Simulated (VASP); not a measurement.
# Lu (P6_3/mmc) in VASP: a series of runs

Lu is run at these levels: PBE; tasks: single point.

Program: VASP 6.6.1. These are calculated values, not measurements. Logs are shortened: lines on timing, memory, paths and dates and some standing lists are left out, and cuts for length are marked.

### 1 The cell of the first run

It takes space group P6_3/mmc (No. 194, hexagonal). The conventional cell has a = 3.114 Å, b = 3.114 Å, c = 4.931 Å, α = 90.00°, β = 90.00°, γ = 120.00°. Within 4.0 Å of Lu (site symmetry -6m2) lie 12 Lu at 3.05 to 3.11 Å.

### 2 Single point, PBE

INCAR reads:

```
SYSTEM = Lu
ALGO = Normal
EDIFF = 1E-6
ENCUT = 520
GGA = PE
ISIF = 2
ISMEAR = -1
LASPH = .True.
LCHARG = .False.
LREAL = .False.
LWAVE = .False.
NBANDS = 32
NELM = 60
PREC = Accurate
SIGMA = 0.05
```

KPOINTS reads:

```
k-points
0
Gamma
  14 14 8
  0 0 0
```

POSCAR reads:

```
Lu
1.0
    3.1143098712      0.0000000000      0.0000000000
   -1.5571549356      2.6970714637      0.0000000000
    0.0000000000      0.0000000000      4.9312008500
Lu
2
Direct
    0.3333333333      0.6666666667      0.2500000000
    0.6666666667      0.3333333333      0.7500000000
```

Potentials or basis: VASP PAW PBE potentials, release 64 (Lu).

The run is started by

```sh
cat potpaw_PBE.64/Lu/POTCAR > POTCAR
mpirun -np 1 vasp_std > vasp.out
```

OUTCAR:

```text
SYSTEM = Lu
   EDIFF = 1E-6
   ENCUT = 520
   GGA = PE
   ISIF = 2
   ISMEAR = -1
   LASPH = .True.
   LREAL = .False.
   NELM = 60
   PREC = Accurate

 ion  position               nearest neighbor table
   1  0.333  0.667  0.250-   2 3.05   2 3.05   2 3.05   2 3.05   2 3.05   2 3.05
   2  0.667  0.333  0.750-   1 3.05   1 3.05   1 3.05   1 3.05   1 3.05   1 3.05

  LATTYP: Found a hexagonal cell.
 ALAT       =     3.1143098712
 C/A-ratio  =     1.5834008348

  Lattice vectors:

 A1 = (   3.1143098712,   0.0000000000,   0.0000000000)
 A2 = (  -1.5571549356,   2.6970714637,   0.0000000000)
 A3 = (   0.0000000000,   0.0000000000,   4.9312008500)

Analysis of symmetry for initial positions (statically):
=====================================================================
 Subroutine PRICEL returns:
 Original cell was already a primitive cell.

 Routine SETGRP: Setting up the symmetry group for a
 hexagonal supercell.

 Subroutine GETGRP returns: Found 24 space group operations
 (whereof 12 operations were pure point group operations)
 out of a pool of 24 trial point group operations.

The static configuration has the point symmetry D_3d.
 The point group associated with its full space group is D_6h.

Analysis of symmetry for dynamics (positions and initial velocities):
=====================================================================
 Subroutine PRICEL returns:
 Original cell was already a primitive cell.

 Routine SETGRP: Setting up the symmetry group for a
 hexagonal supercell.

 Subroutine GETGRP returns: Found 24 space group operations
 (whereof 12 operations were pure point group operations)
 out of a pool of 24 trial point group operations.

The dynamic configuration has the point symmetry D_3d.
 The point group associated with its full space group is D_6h.

 Subroutine INISYM returns: Found 24 space group operations
 (whereof 12 operations are pure point group operations),
 and found     1 'primitive' translations

----------------------------------------------------------------------------------------

                                     Primitive cell

  volume of cell :      41.4197

  direct lattice vectors                    reciprocal lattice vectors
     3.114309871  0.000000000  0.000000000     0.321098427  0.185386263  0.000000000
    -1.557154936  2.697071464  0.000000000     0.000000000  0.370772526  0.000000000
     0.000000000  0.000000000  4.931200850     0.000000000  0.000000000  0.202790361

  length of vectors
[... 80 lines left out ...]
   ENCUT  =  520.0 eV  38.22 Ry    6.18 a.u.   5.79  5.79  9.17*2*pi/ulx,y,z
   NELM   =     60;   NELMIN=  2; NELMDL= -5     # of ELM steps
   EDIFF  = 0.1E-05   stopping-criterion for ELM
   LREAL  =      F    real-space projection
   EDIFFG = 0.1E-04   stopping-criterion for IOM
   NSW    =      0    number of steps for IOM
   IBRION =     -1    ionic relax: 0-MD 1-quasi-New 2-CG
   NFREE  =      0    steps in history (QN), initial steepest desc. (CG)
   ISIF   =      2    stress and relaxation
   ISYM   =      2    0-nonsym 1-usesym 2-fastsym
   POTIM  = 0.5000    time-step for ionic-motion
   TEBEG  =    0.0;   TEEND  =   0.0 temperature during run
   PSTRESS=    0.0 pullay stress
   NELECT =      50.0000    total number of electrons
   NUPDOWN=      -1.0000    fix difference up-down
   EMIN   =  10.00;   EMAX   =-10.00  energy-range for DOS
   EFERMI =   0.00;   METHOD = LEGACY
   ISMEAR =    -1;   SIGMA  =   0.05  broadening in eV -4-tet -1-fermi 0-gaus
   EFERMI_NEDOS =   21; number of points for ismear=-14 and -15
   IALGO  =     38    algorithm
   IMIX   =      4    mixing-type and parameters
     AMIX     =   0.40;   BMIX     =  1.00
     AMIX_MAG =   1.60;   BMIX_MAG =  1.00
  volume/ion in A,a.u.               =      20.71       139.76
  Fermi-wavevector in a.u.,A,eV,Ry     =   1.743128  3.294034 41.341218  3.038494
  Thomas-Fermi vector in A             =   2.815260
   LORBIT       =      0    0 simple, 1 ext, 2 COOP (PROOUT), +10 PAW based schemes
   GGA     = PE    functional components
   LHFCALC =     F    Hartree Fock is set to
   AEXX    =    0.0000 exact exchange contribution
   IVDW    =     0    specifies the selected vdW correction
   LEPSILON=     F    determine dielectric tensor
   LRPA    =     F    only Hartree local field effects (RPA)
 non-spin polarized calculation
  energy-cutoff  :      520.00
  volume of cell :       41.42
 maximum number of plane-waves:      1140
 NGX is ok and might be reduce to    24

 number of electron      49.9999975 magnetization

 Free energy of the ion-electron system (eV)
  ---------------------------------------------------
  ext. energy  EPLUGINS =         0.00000000
  ---------------------------------------------------
  free energy    TOTEN  =        -7.89393209 eV

  energy without entropy =       -7.87441096  energy(sigma->0) =       -7.88417152

 E-fermi :   3.7271     XC(G=0): -12.4372

 val. band max:        3.7183909652   @ k =   0.3571   0.1429   0.1250
 cond. band min:       3.7340392794   @ k =   0.5000  -0.0000   0.3750
 fundamental gap:      0.0156483141
 Fermi energy:         3.7271138172

 k-point     1 :       0.0000    0.0000    0.0000
  band No.  band energies     occupation
      1     -51.9586      2.00000
      2     -51.8064      2.00000
      3     -23.4910      2.00000
      4     -22.2209      2.00000
      5     -22.2209      2.00000
      6     -22.0046      2.00000
[... 829 lines left out ...]
     31      11.0424      0.00000
     32      11.8342      0.00000

 [... further k-points ...]

------------------------ aborting loop because EDIFF is reached ----------------------------------------

  FORCE on cell =-STRESS in cart. coord.  units (eV):
  Direction    XX          YY          ZZ          XY          YZ          ZX
  --------------------------------------------------------------------------------------
  -------------------------------------------------------------------------------------
  Total        7.1003720      7.1003720      7.1026525      0.0000000      0.0000000     -0.0000000
  in kB      274.6532326    274.6532326    274.7414485      0.0000000      0.0000000     -0.0000000
  external PRESSURE =     274.6826379 kB  Pullay stress =       0.0000000 kB

 VOLUME and BASIS-vectors are now :
 -----------------------------------------------------------------------------
  energy-cutoff  :      520.00
  volume of cell :       41.42
      direct lattice vectors                 reciprocal lattice vectors
     3.114309871  0.000000000  0.000000000     0.321098427  0.185386263  0.000000000
    -1.557154936  2.697071464  0.000000000     0.000000000  0.370772526  0.000000000
     0.000000000  0.000000000  4.931200850     0.000000000  0.000000000  0.202790361

 POSITION                                       TOTAL-FORCE (eV/Angst)
 -----------------------------------------------------------------------------------
     -0.00000      1.79805      1.23280        -0.000000      0.000000      0.000000
      1.55715      0.89902      3.69840         0.000000     -0.000000      0.000000
 -----------------------------------------------------------------------------------
    total drift:                               -0.000000      0.000000     -0.000000

  FREE ENERGIE OF THE ION-ELECTRON SYSTEM (eV)
  ---------------------------------------------------
  free  energy   TOTEN  =        -7.8939320900 eV

  energy  without entropy=       -7.8744109572  energy(sigma->0) =       -7.88417152
```

stdout:

```text
POSCAR found type information on POSCAR Lu
 POSCAR found :  1 types and       2 ions
 scaLAPACK will be used
 LDA part: xc-table for (Slater+PW92), standard interpolation
 POSCAR, INCAR and KPOINTS ok, starting setup
 FFT: planning ... GRIDC
 FFT: planning ... GRID_SOFT
 FFT: planning ... GRID
 WAVECAR not read
 entering main loop
```

Wall time 2.2 min (1 thread of Intel Xeon Platinum 8488C (Sapphire Rapids), shared host); peak memory 0.26 GiB.

Results:

| Quantity | Value |
| --- | --- |
| Free energy | -7.8939 eV |
| Pressure | 27.5 GPa |
| Band gap on the k mesh | zero (band 25 reaches 5.79 eV, above the bottom of band 26 at 3.15 eV) |

Caveat: spin-orbit coupling is left out, which moves the levels of the heavy elements.

### 3 Single point, PBE

INCAR reads:

```
PREC     = Accurate       # precision mode
ENCUT    = 520            # plane-wave cutoff, eV
EDIFF    = 1E-7           # SCF threshold, eV
ISMEAR   = -1             # smearing method
SIGMA    = 0.05           # smearing width, eV
LREAL    = False          # projectors in reciprocal space
LASPH    = True           # aspherical terms in the spheres
NELM     = 60             # most SCF steps
ALGO     = Normal         # electronic algorithm
ISIF     = 2              # what is computed and relaxed
LWAVE    = False          # write WAVECAR
LCHARG   = True           # write CHGCAR
GGA      = PE             # functional
LELF     = True           # ELF
LVHAR    = True         
NBANDS   = 32             # bands
```

KPOINTS reads:

```
Automatic mesh
0
Gamma
  14 14 8
```

POSCAR is that of step 2.

Potentials or basis: VASP PAW PBE potentials, release 64 (Lu).

The run is started by

```sh
cat potpaw_PBE.64/Lu/POTCAR > POTCAR
mpirun -np 1 vasp_std > vasp.out
```

It took 2.7 min on 1 thread of Intel Xeon Platinum 8488C (Sapphire Rapids), shared host; peak memory 0.26 GiB.

It converged, with:

* Free energy: -7.8939 eV
* Pressure: 27.6 GPa
* Band gap on the k mesh: zero (band 25 reaches 5.79 eV, above the bottom of band 26 at 3.15 eV)

Levels at points of the mesh, in eV from the Fermi level:
| k point | band 21 | band 22 | band 23 | band 24 | band 25 | band 26 | band 27 | band 28 | band 29 | band 30 |
| --- | --- | --- | --- | --- | --- | --- | --- | --- | --- | --- |
| (0.00, 0.00, 0.00) | -4.46 | -4.42 | -4.41 | -3.16 | 2.07 | 2.41 | 2.41 | 2.84 | 3.47 | 3.47 |
| (0.50, 0.00, 0.00) | -4.46 | -4.43 | -2.55 | -2.28 | -1.63 | 0.47 | 1.99 | 2.23 | 3.15 | 8.40 |
| (0.00, 0.00, 0.50) | -4.45 | -4.45 | -4.42 | -4.42 | 1.28 | 1.28 | 2.30 | 2.30 | 2.30 | 2.30 |
| (0.50, 0.00, 0.50) | -4.47 | -4.47 | -2.85 | -2.85 | -0.13 | -0.13 | 2.64 | 2.64 | 4.28 | 4.28 |

Caveat: spin-orbit coupling is left out, which moves the levels of the heavy elements.

### 4 Single point, PBE

This run uses another cell than the first one: it holds 4 atoms, not 2.

INCAR reads:

```
  ALGO = Normal
  EDIFF = 1E-6
  ENCUT = 520
  GGA = PE
  ISIF = 2
  ISMEAR = -1
  LASPH = True
  LCHARG = False
  LREAL = False
  LWAVE = False
  NBANDS = 58
  NELM = 100
  PREC = Accurate
  SIGMA = 0.05
```

KPOINTS reads:

```
k-points
0
Gamma
  12 12 3
```

POSCAR reads:

```
Lu
1.0
    3.0819872082      0.0000000000      0.0000000000
   -1.5409936041      2.6690792164      0.0000000000
    0.0000000000      0.0000000000      9.9596449496
Lu
4
Direct
    0.0000000000      0.0000000000      0.0000000000
    0.0000000000      0.0000000000      0.5000000000
    0.3333333333      0.6666666667      0.2500000000
    0.6666666667      0.3333333333      0.7500000000
```

The run is started by

```sh
cat potpaw_PBE.64/Lu/POTCAR > POTCAR
mpirun -np 1 vasp_std > vasp.out
```

It took 3.8 min on 1 thread of Intel Xeon Platinum 8488C (Sapphire Rapids), shared host; peak memory 0.28 GiB.

It converged, with:

| Property | Result |
| --- | --- |
| Free energy | -15.7423 eV |
| Pressure | 29.2 GPa |
| Band gap on the k mesh | zero (band 50 reaches 5.37 eV, above the bottom of band 51 at 3.27 eV) |

Levels at points of the mesh, in eV from the Fermi level:
| k point | band 48 | band 49 | band 50 | band 51 | band 52 | band 53 |
| --- | --- | --- | --- | --- | --- | --- |
| (0.00, 0.00, 0.00) | -3.19 | 1.13 | 1.19 | 1.96 | 2.22 | 2.22 |
| (0.50, 0.00, 0.00) | -1.88 | -0.89 | -0.80 | -0.46 | 0.96 | 1.07 |

Caveat: spin-orbit coupling is left out, which moves the levels of the heavy elements.

### 5 Single point, PBE

This run uses another cell than the first one: it holds 4 atoms, not 2.

INCAR reads:

```
SYSTEM = Lu
  ALGO = Normal
  EDIFF = 1E-6
  ENCUT = 520
  GGA = PE
  ISIF = 2
  ISMEAR = -1
  LASPH = .TRUE.
  LCHARG = .FALSE.
  LREAL = .FALSE.
  LWAVE = .FALSE.
  NBANDS = 58
  NELM = 80
  PREC = Accurate
  SIGMA = 0.05
```

KPOINTS reads:

```
k-points
0
G
  12 12 3
  0 0 0
```

POSCAR is that of step 4.

Potentials or basis: VASP PAW PBE potentials, release 64 (Lu).

The run is started by

```sh
cat potpaw_PBE.64/Lu/POTCAR > POTCAR
mpirun -np 1 vasp_std > vasp.out
```

OUTCAR:

```text
SYSTEM = Lu
   EDIFF = 1E-6
   ENCUT = 520
   GGA = PE
   ISIF = 2
   ISMEAR = -1
   LASPH = .TRUE.
   LREAL = .FALSE.
   NELM = 80
   PREC = Accurate

 ion  position               nearest neighbor table
   1  0.000  0.000  0.000-   3 3.06   4 3.06   3 3.06   4 3.06   4 3.06   3 3.06
   2  0.000  0.000  0.500-   3 3.06   4 3.06   3 3.06   4 3.06   4 3.06   3 3.06
   3  0.333  0.667  0.250-   1 3.06   2 3.06   1 3.06   2 3.06   1 3.06   2 3.06
   4  0.667  0.333  0.750-   1 3.06   2 3.06   1 3.06   2 3.06   1 3.06   2 3.06

  LATTYP: Found a hexagonal cell.
 ALAT       =     3.0819872082
 C/A-ratio  =     3.2315659595

  Lattice vectors:

 A1 = (   3.0819872082,   0.0000000000,   0.0000000000)
 A2 = (  -1.5409936041,   2.6690792164,   0.0000000000)
 A3 = (   0.0000000000,   0.0000000000,   9.9596449496)

Analysis of symmetry for initial positions (statically):
=====================================================================
 Subroutine PRICEL returns:
 Original cell was already a primitive cell.

 Routine SETGRP: Setting up the symmetry group for a
 hexagonal supercell.

 Subroutine GETGRP returns: Found 24 space group operations
 (whereof 12 operations were pure point group operations)
[... 173 lines left out ...]

 val. band max:        3.6941328804   @ k =   0.3333   0.2500   0.3333
 cond. band min:       3.7777370685   @ k =   0.2500   0.1667   0.3333
 fundamental gap:      0.0836041881
 Fermi energy:         3.7656147366

 k-point     1 :       0.0000    0.0000    0.0000
  band No.  band energies     occupation
      1     -51.8919      2.00000
      2     -51.8246      2.00000
      3     -51.8123      2.00000
      4     -51.7440      2.00000
      5     -23.4231      2.00000
      6     -22.7020      2.00000
[... 1453 lines left out ...]
     57       6.5445      0.00000
     58       7.1667      0.00000

 [... further k-points ...]

------------------------ aborting loop because EDIFF is reached ----------------------------------------

  FORCE on cell =-STRESS in cart. coord.  units (eV):
  Direction    XX          YY          ZZ          XY          YZ          ZX
  --------------------------------------------------------------------------------------
  -------------------------------------------------------------------------------------
  Total       14.9122091     14.9122091     14.9186860      0.0000000      0.0000000      0.0000000
  in kB      291.6194021    291.6194021    291.7460626      0.0000000      0.0000000      0.0000000
  external PRESSURE =     291.6616223 kB  Pullay stress =       0.0000000 kB

 VOLUME and BASIS-vectors are now :
 -----------------------------------------------------------------------------
  energy-cutoff  :      520.00
  volume of cell :       81.93
      direct lattice vectors                 reciprocal lattice vectors
     3.081987208  0.000000000  0.000000000     0.324465980  0.187330521  0.000000000
    -1.540993604  2.669079216  0.000000000     0.000000000  0.374661042  0.000000000
     0.000000000  0.000000000  9.959644950     0.000000000  0.000000000  0.100405186

 POSITION                                       TOTAL-FORCE (eV/Angst)
 -----------------------------------------------------------------------------------
      0.00000      0.00000      0.00000        -0.000000      0.000000      0.000000
      0.00000      0.00000      4.97982        -0.000000      0.000000      0.000000
     -0.00000      1.77939      2.48991        -0.000000      0.000000     -0.000000
      1.54099      0.88969      7.46973         0.000000     -0.000000      0.000000
 -----------------------------------------------------------------------------------
    total drift:                               -0.000000      0.000000     -0.000000

  FREE ENERGIE OF THE ION-ELECTRON SYSTEM (eV)
  ---------------------------------------------------
  free  energy   TOTEN  =       -15.7422979285 eV

  energy  without entropy=      -15.7155078378  energy(sigma->0) =      -15.72890288
```

OSZICAR:

```text
N       E                     dE             d eps       ncg     rms          rms(c)
DAV:   1     0.104617440788E+04    0.10462E+04   -0.30318E+04  5994   0.563E+03
DAV:   2     0.154199641185E+03   -0.89197E+03   -0.84690E+03  5904   0.108E+03
DAV:   3     0.695415645363E+01   -0.14725E+03   -0.14342E+03  4712   0.257E+02
DAV:   4    -0.148085311188E+02   -0.21763E+02   -0.21311E+02  6474   0.772E+01
DAV:   5    -0.163153686833E+02   -0.15068E+01   -0.14975E+01  7296   0.182E+01    0.738E+00
DAV:   6    -0.157308320858E+02    0.58454E+00   -0.34810E+00  6556   0.263E+01    0.259E+00
DAV:   7    -0.157310312717E+02   -0.19919E-03   -0.50820E-01  6722   0.469E+00    0.902E-01
DAV:   8    -0.157363915616E+02   -0.53603E-02   -0.93540E-02  7192   0.709E+00    0.418E-01
DAV:   9    -0.157392723861E+02   -0.28808E-02   -0.19067E-02  6610   0.371E+00    0.308E-01
DAV:  10    -0.157422003984E+02   -0.29280E-02   -0.83310E-03  7072   0.163E+00    0.121E-01
DAV:  11    -0.157422336759E+02   -0.33278E-04   -0.30496E-03  7008   0.185E+00    0.505E-02
DAV:  12    -0.157422353409E+02   -0.16649E-05   -0.15320E-03  5776   0.754E-01    0.312E-02
DAV:  13    -0.157423131657E+02   -0.77825E-04   -0.79212E-04  5708   0.238E-01    0.303E-02
DAV:  14    -0.157423011548E+02    0.12011E-04   -0.66905E-05  6532   0.477E-01    0.233E-02
DAV:  15    -0.157423044350E+02   -0.32802E-05   -0.11771E-04  6374   0.372E-01    0.292E-02
DAV:  16    -0.157422969665E+02    0.74685E-05   -0.70763E-05  6000   0.470E-01    0.152E-02
DAV:  17    -0.157422975022E+02   -0.53562E-06   -0.16848E-05  5460   0.519E-02    0.141E-02
DAV:  18    -0.157422979285E+02   -0.42636E-06   -0.58891E-06  3662   0.367E-02
   1 F= -.15742298E+02 E0= -.15728903E+02  d E =-.267901E-01
```

Run time: 4.3 min. Hardware: 1 thread of Intel Xeon Platinum 8488C (Sapphire Rapids), shared host; peak memory 0.28 GiB.

What came out:

| Quantity | Value |
| --- | --- |
| Free energy | -15.7423 eV |
| Pressure | 29.2 GPa |
| Band gap on the k mesh | zero (band 50 reaches 5.37 eV, above the bottom of band 51 at 3.27 eV) |

Levels at points of the mesh, in eV from the Fermi level:
| k point | band 47 | band 48 | band 49 | band 50 | band 51 | band 52 | band 53 | band 54 |
| --- | --- | --- | --- | --- | --- | --- | --- | --- |
| (0.00, 0.00, 0.00) | -4.38 | -3.19 | 1.13 | 1.19 | 1.96 | 2.22 | 2.22 | 2.34 |
| (0.50, 0.00, 0.00) | -2.34 | -1.88 | -0.89 | -0.80 | -0.46 | 0.96 | 1.07 | 2.14 |

Caveat: spin-orbit coupling is left out, which moves the levels of the heavy elements.
